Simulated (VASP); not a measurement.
# AlCo (AlCo (110), 1 layers) in VASP: single point with PBE

Aim: the single point of AlCo (AlCo (110), 1 layers) with PBE.

All numbers are computed with VASP 6.6.1; they aren't measurements. Logs are shortened: lines on timing, memory, paths and dates and some standing lists are left out, and cuts for length are marked.

### 1 The cell of the first run

The cell holds a slab with vacuum, 2 atoms: a = 2.853 Å, b = 4.034 Å, c = 16.000 Å, α = 90.00°, β = 90.00°, γ = 90.00°.

### 2 Single point, PBE

Input file INCAR:

```
SYSTEM = AlCo
PREC = Accurate
ENCUT = 520
EDIFF = 1E-6
ISMEAR = -1
SIGMA = 0.1
LREAL = .FALSE.
LASPH = .TRUE.
NELM = 80
ALGO = Normal
ISIF = 2
LWAVE = .FALSE.
LCHARG = .FALSE.
LDIPOL = .TRUE.
IDIPOL = 3
DIPOL = 0.5 0.5 0.500
GGA = PE
NBANDS = 13
```

Input file KPOINTS:

```
Automatic mesh
0
G
  13 9 1
  0 0 0
```

Input file POSCAR:

```
AlCo
1.0
    2.8528193275      0.0000000000      0.0000000000
    0.0000000000      4.0344957840      0.0000000000
    0.0000000000      0.0000000000     16.0000000000
Co Al
1 1
Direct
    0.7500000000      0.2500000000      0.5000000000
    0.2500000000      0.7500000000      0.5000000000
```

Potentials or basis: VASP PAW PBE potentials, release 64 (Co, Al).

The run is started by

```
$ cat potpaw_PBE.64/Co/POTCAR potpaw_PBE.64/Al/POTCAR > POTCAR
$ mpirun -np 1 vasp_std > vasp.out
```

OUTCAR:

```text
SYSTEM = AlCo
   PREC = Accurate
   ENCUT = 520
   EDIFF = 1E-6
   ISMEAR = -1
   LREAL = .FALSE.
   LASPH = .TRUE.
   NELM = 80
   ISIF = 2
   GGA = PE

 ion  position               nearest neighbor table
   1  0.750  0.250  0.500-   2 2.47   2 2.47   2 2.47   2 2.47
   2  0.250  0.750  0.500-   1 2.47   1 2.47   1 2.47   1 2.47

  LATTYP: Found a simple orthorhombic cell.
 ALAT       =     2.8528193275
 B/A-ratio  =     1.4142135624
 C/A-ratio  =     5.6084869609

  Lattice vectors:

 A1 = (   2.8528193275,   0.0000000000,   0.0000000000)
 A2 = (   0.0000000000,   4.0344957840,   0.0000000000)
 A3 = (   0.0000000000,   0.0000000000,  16.0000000000)

Analysis of symmetry for initial positions (statically):
=====================================================================
 Subroutine PRICEL returns:
 Original cell was already a primitive cell.

 Routine SETGRP: Setting up the symmetry group for a
 simple orthorhombic supercell.

 Subroutine GETGRP returns: Found  8 space group operations
 (whereof  2 operations were pure point group operations)
 out of a pool of  8 trial point group operations.

The static configuration has the point symmetry C_1h.
 The point group associated with its full space group is D_2h.

Analysis of symmetry for dynamics (positions and initial velocities):
=====================================================================
 Subroutine PRICEL returns:
 Original cell was already a primitive cell.

 Routine SETGRP: Setting up the symmetry group for a
 simple orthorhombic supercell.

 Subroutine GETGRP returns: Found  8 space group operations
 (whereof  2 operations were pure point group operations)
 out of a pool of  8 trial point group operations.

The dynamic configuration has the point symmetry C_1h.
 The point group associated with its full space group is D_2h.

 Subroutine INISYM returns: Found  8 space group operations
 (whereof  2 operations are pure point group operations),
 and found     1 'primitive' translations

----------------------------------------------------------------------------------------

                                     Primitive cell

  volume of cell :     184.1550

  direct lattice vectors                    reciprocal lattice vectors
     2.852819327  0.000000000  0.000000000     0.350530435  0.000000000  0.000000000
     0.000000000  4.034495784  0.000000000     0.000000000  0.247862448  0.000000000
     0.000000000  0.000000000 16.000000000     0.000000000  0.000000000  0.062500000

  length of vectors
     2.852819327  4.034495784 16.000000000     0.350530435  0.247862448  0.062500000

  position of ions in fractional coordinates (direct lattice)
     0.750000000  0.250000000  0.500000000
     0.250000000  0.750000000  0.500000000

  ion indices of the primitive-cell ions
   primitive index   ion index
                 1           1
                 2           2

----------------------------------------------------------------------------------------

 KPOINTS: Automatic mesh

Automatic generation of k-mesh.
 Grid dimensions read from file:
 generate k-points for:   13    9    1

 Generating k-lattice:

  Cartesian coordinates                     Fractional coordinates (reciprocal lattice)
     0.026963880  0.000000000  0.000000000     0.076923077  0.000000000  0.000000000
     0.000000000  0.027540272  0.000000000     0.000000000  0.111111111  0.000000000
     0.000000000  0.000000000  0.062500000     0.000000000  0.000000000  1.000000000

  Length of vectors
     0.026963880  0.027540272  0.062500000

  Shift w.r.t. Gamma in fractional coordinates (k-lattice)
     0.000000000  0.000000000  0.000000000

 Subroutine IBZKPT returns following result:
 ===========================================

 Found     35 irreducible k-points:

 Following reciprocal coordinates:
            Coordinates               Weight
  0.000000  0.000000  0.000000      1.000000
  0.076923  0.000000  0.000000      2.000000
  0.153846  0.000000  0.000000      2.000000
  0.230769  0.000000  0.000000      2.000000
  0.307692  0.000000  0.000000      2.000000
  0.384615  0.000000  0.000000      2.000000
[... 16 lines left out ...]
  0.076923  0.333333  0.000000      4.000000
  0.153846  0.333333  0.000000      4.000000
 [... further k-points ...]
   k-points           NKPTS =     35   k-points in BZ     NKDIM =     35   number of bands    NBANDS=     13
   number of dos      NEDOS =    301   number of ions     NIONS =      2
   total plane-waves  NPLWV =  86400
   dimension x,y,z NGX =    24 NGY =   30 NGZ =  120
   dimension x,y,z NGXF=    48 NGYF=   60 NGZF=  240
   ions per type =               1   1
   NGX,Y,Z   is equivalent  to a cutoff of  13.99, 12.36, 12.47 a.u.
   NGXF,Y,Z  is equivalent  to a cutoff of  27.97, 24.72, 24.94 a.u.
 SYSTEM =  AlCo
   PREC   = accura    normal or accurate (medium, high low for compatibility)
   ISTART =      0    job   : 0-new  1-cont  2-samecut
   ICHARG =      2    charge: 1-file 2-atom 10-const
   ISPIN  =      1    spin polarized calculation?
   LNONCOLLINEAR =      F non collinear calculations
   LSORBIT =      F    spin-orbit coupling
   LASPH  =      T    aspherical Exc in radial PAW
   ENCUT  =  520.0 eV  38.22 Ry    6.18 a.u.   5.30  7.50 29.75*2*pi/ulx,y,z
   NELM   =     80;   NELMIN=  2; NELMDL= -5     # of ELM steps
   EDIFF  = 0.1E-05   stopping-criterion for ELM
   LREAL  =      F    real-space projection
   EDIFFG = 0.1E-04   stopping-criterion for IOM
   NSW    =      0    number of steps for IOM
   IBRION =     -1    ionic relax: 0-MD 1-quasi-New 2-CG
   NFREE  =      0    steps in history (QN), initial steepest desc. (CG)
   ISIF   =      2    stress and relaxation
   ISYM   =      2    0-nonsym 1-usesym 2-fastsym
   POTIM  = 0.5000    time-step for ionic-motion
   TEBEG  =    0.0;   TEEND  =   0.0 temperature during run
   PSTRESS=    0.0 pullay stress
   NELECT =      12.0000    total number of electrons
   NUPDOWN=      -1.0000    fix difference up-down
   EMIN   =  10.00;   EMAX   =-10.00  energy-range for DOS
   EFERMI =   0.00;   METHOD = LEGACY
   ISMEAR =    -1;   SIGMA  =   0.10  broadening in eV -4-tet -1-fermi 0-gaus
   EFERMI_NEDOS =   21; number of points for ismear=-14 and -15
   IALGO  =     38    algorithm
   IMIX   =      4    mixing-type and parameters
     AMIX     =   0.40;   BMIX     =  1.00
     AMIX_MAG =   1.60;   BMIX_MAG =  1.00
  volume/ion in A,a.u.               =      92.08       621.37
  Fermi-wavevector in a.u.,A,eV,Ry     =   0.658781  1.244915  5.904816  0.433992
  Thomas-Fermi vector in A             =   1.730710
   LORBIT       =      0    0 simple, 1 ext, 2 COOP (PROOUT), +10 PAW based schemes
   GGA     = PE    functional components
   LHFCALC =     F    Hartree Fock is set to
   AEXX    =    0.0000 exact exchange contribution
   IVDW    =     0    specifies the selected vdW correction
   LEPSILON=     F    determine dielectric tensor
   LRPA    =     F    only Hartree local field effects (RPA)
 non-spin polarized calculation
  energy-cutoff  :      520.00
  volume of cell :      184.16
 maximum number of plane-waves:      4989
 NGX is ok and might be reduce to    24
   NGX = 11   NGY = 15   NGZ = 59

 number of electron      11.9999996 magnetization

 dipolmoment           0.000000      0.000000     -0.000000 electrons x Angstroem

 Free energy of the ion-electron system (eV)
  ---------------------------------------------------
  ext. energy  EPLUGINS =         0.00000000
  ---------------------------------------------------
  free energy    TOTEN  =        -8.94057284 eV

  energy without entropy =       -8.77999569  energy(sigma->0) =       -8.86028426

 E-fermi :  -2.9004     XC(G=0):  -2.8204

 val. band max:       -2.9030156086   @ k =   0.0769   0.4444   0.0000
 cond. band min:      -2.8769135421   @ k =   0.3846   0.4444   0.0000
 fundamental gap:      0.0261020664
 Fermi energy:        -2.9003905687

 k-point     1 :       0.0000    0.0000    0.0000
  band No.  band energies     occupation
      1      -9.7616      2.00000
      2      -4.4854      2.00000
      3      -3.3795      1.98353
      4      -3.3628      1.98057
      5      -3.3086      1.96683
      6      -3.2454      1.93846
      7      -2.8267      0.64715
      8      -1.4942      0.00000
      9       1.2490      0.00000
     10       2.0637      0.00000
     11       2.4814      0.00000
     12       2.5085      0.00000
     13       4.4574      0.00000

 k-point     2 :       0.0769    0.0000    0.0000
  band No.  band energies     occupation
      1      -9.6519      2.00000
      2      -4.4323      2.00000
      3      -3.4254      1.98956
      4      -3.4162      1.98856
      5      -3.3479      1.97748
      6      -3.2895      1.95998
      7      -2.7086      0.25617
      8      -1.2334      0.00000
      9       1.3498      0.00000
     10       2.1736      0.00000
     11       2.5638      0.00000
     12       2.5869      0.00000
     13       4.5640      0.00000

 k-point     3 :       0.1538    0.0000    0.0000
  band No.  band energies     occupation
      1      -9.3256      2.00000
      2      -4.2905      2.00000
      3      -3.7590      1.99963
      4      -3.5303      1.99633
      5      -3.3064      1.96608
      6      -3.2365      1.93290
      7      -2.3786      0.01077
      8      -0.6186      0.00000
      9       1.6519      0.00000
     10       2.5024      0.00000
     11       2.6927      0.00000
     12       2.8956      0.00000
     13       3.7813      0.00000
[... 305 lines left out ...]
 k-point    23 :       0.0769    0.3333    0.0000
  band No.  band energies     occupation
      1      -8.6779      2.00000
      2      -5.4910      2.00000
      3      -4.0466      1.99998
      4      -3.6628      1.99902
      5      -3.2509      1.94168
      6      -3.1641      1.86641
      7      -2.9155      1.07542
      8      -1.5253      0.00000
      9       1.5719      0.00000
     10       2.2534      0.00000
     11       3.2498      0.00000
     12       3.5349      0.00000
     13       5.0315      0.00000

 k-point    24 :       0.1538    0.3333    0.0000
  band No.  band energies     occupation
      1      -8.3801      2.00000
      2      -5.2276      2.00000
      3      -3.9278      1.99993
      4      -3.7860      1.99971
      5      -3.1831      1.88824
      6      -3.1224      1.80404
      7      -3.0360      1.59038
      8      -1.1898      0.00000
      9       1.8802      0.00000
     10       2.5435      0.00000
     11       3.5847      0.00000
     12       3.8006      0.00000
     13       4.4610      0.00000

 [... further k-points ...]

------------------------ aborting loop because EDIFF is reached ----------------------------------------

 vacuum level on the upper side and lower side of the slab       (xc-potential included)        -0.069        -0.069

  FORCE on cell =-STRESS in cart. coord.  units (eV):
  Direction    XX          YY          ZZ          XY          YZ          ZX
  --------------------------------------------------------------------------------------
  -------------------------------------------------------------------------------------
  Total       -3.7283667     -3.2679647     -0.0014419      0.0000000      0.0000000      0.0000000
  in kB      -32.4373739    -28.4318042     -0.0125447      0.0000000      0.0000000      0.0000000
  external PRESSURE =     -20.2939076 kB  Pullay stress =       0.0000000 kB

 VOLUME and BASIS-vectors are now :
 -----------------------------------------------------------------------------
  energy-cutoff  :      520.00
  volume of cell :      184.16
      direct lattice vectors                 reciprocal lattice vectors
     2.852819327  0.000000000  0.000000000     0.350530435  0.000000000  0.000000000
     0.000000000  4.034495784  0.000000000     0.000000000  0.247862448  0.000000000
     0.000000000  0.000000000 16.000000000     0.000000000  0.000000000  0.062500000

 POSITION                                       TOTAL-FORCE (eV/Angst)
 -----------------------------------------------------------------------------------
      2.13961      1.00862      8.00000         0.000000      0.000000      0.000000
      0.71320      3.02587      8.00000         0.000000      0.000000      0.000000
 -----------------------------------------------------------------------------------
    total drift:                                0.000000     -0.000000     -0.000000

  FREE ENERGIE OF THE ION-ELECTRON SYSTEM (eV)
  ---------------------------------------------------
  free  energy   TOTEN  =        -8.9405728395 eV

  energy  without entropy=       -8.7799956886  energy(sigma->0) =       -8.86028426

 vacuum level on the upper side and lower side of the slab         1.946         1.946
```

Wall time 87 s (1 thread of Intel Xeon Platinum 8259CL at 2.50GHz (Skylake/Cascade Lake), shared host); peak memory 0.3 GiB.

Results:

- Free energy: -8.9406 eV
- Band gap on the k mesh: zero (band 6 reaches -2.91 eV, above the bottom of band 7 at -3.11 eV)

Levels at points of the mesh, in eV from the Fermi level:
```
           k point  band 2  band 3  band 4  band 5  band 6  band 7  band 8  band 9  band 10  band 11
(0.00, 0.00, 0.00)   -1.59   -0.48   -0.46   -0.41   -0.35    0.07    1.41    4.15     4.96     5.38
```

Spin polarisation is off, so any magnetic state and its effect on volume and gap are missing.
